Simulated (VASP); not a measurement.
C: single point with PBE

Crystal: C.

```
C
1.0
     1.22805   -2.12706    0.00000
     1.22805    2.12706    0.00000
     0.00000    0.00000    7.17327
C
4
Cartesian
  1.2280 1.7724 5.4025
  1.2280 -0.1297 1.7708
  1.2280 -1.7724 1.7708
  1.2280 0.3547 5.4025
```

This cell differs from its parent crystal: one atom moved.

| Item | Value |
| --- | --- |
| Program | VASP 6.6.1 |
| Task | single point |
| Functional | PBE |
| Potentials or basis | VASP PAW PBE potentials, release 64 (C) |
| Cutoff | 520 eV |
| k mesh | 18 × 18 × 6 |
| Occupations | gaussian, width 0.1 eV |
| Spin | no spin polarisation |
| Dipole correction | no |
| Further INCAR settings | ALGO = Normal; EDIFF = 1e-06; NBANDS = 16 |

```yaml
Pressure: 12.1 GPa
Largest_force: 8.233 eV/Å
Band_gap_on_the_k_mesh: zero (bands 8 and 9 overlap by 0.60 eV)
```

Forces on the atoms (eV/Å):
```
C    0.000  0.008 -0.009
C    0.000 -8.232  0.009
C    0.000  8.233  0.009
C    0.000 -0.010 -0.009
```

Stress tensor (GPa, compression positive):
```
28.45  0.00  0.00
 0.00  6.20  0.00
 0.00  0.00  1.59
```

Levels at points of the mesh, in eV from the Fermi level:
```tsv
k point	band 5	band 6	band 7	band 8	band 9	band 10	band 11	band 12
(0.00, 0.00, 0.00)	-6.51	-3.13	-3.12	0.46	3.61	3.89	8.29	8.30
(0.50, 0.00, 0.00)	-6.54	-5.44	-2.57	-2.11	0.37	1.69	5.72	7.39
(0.50, 0.50, 0.00)	-8.55	-6.54	-4.16	-2.36	1.43	4.16	6.71	7.41
(0.00, 0.00, 0.50)	-6.51	-3.13	-3.12	0.47	3.89	5.61	5.83	8.29
(0.50, 0.00, 0.50)	-6.54	-5.44	-2.50	-2.06	0.24	1.55	5.72	7.39
(0.50, 0.50, 0.50)	-8.55	-6.54	-4.06	-2.50	1.55	3.91	6.72	7.39
```

Run time: 3.9 min on 1 thread of Intel(R) Xeon(R) Platinum 8259CL CPU @ 2.50GHz (Skylake/Cascade Lake), on a shared host, peak memory 0.32 GiB.

Caveat: the cell differs from its parent crystal (one atom moved); the stress differs along the axes, from 2 to 28 GPa; this functional lacks dispersion, which binds layers or chains, so the pressure and a relaxed spacing across them are unreliable; forces of over 1 eV/Å act on the atoms, so gaps and moduli don't describe the material at rest.
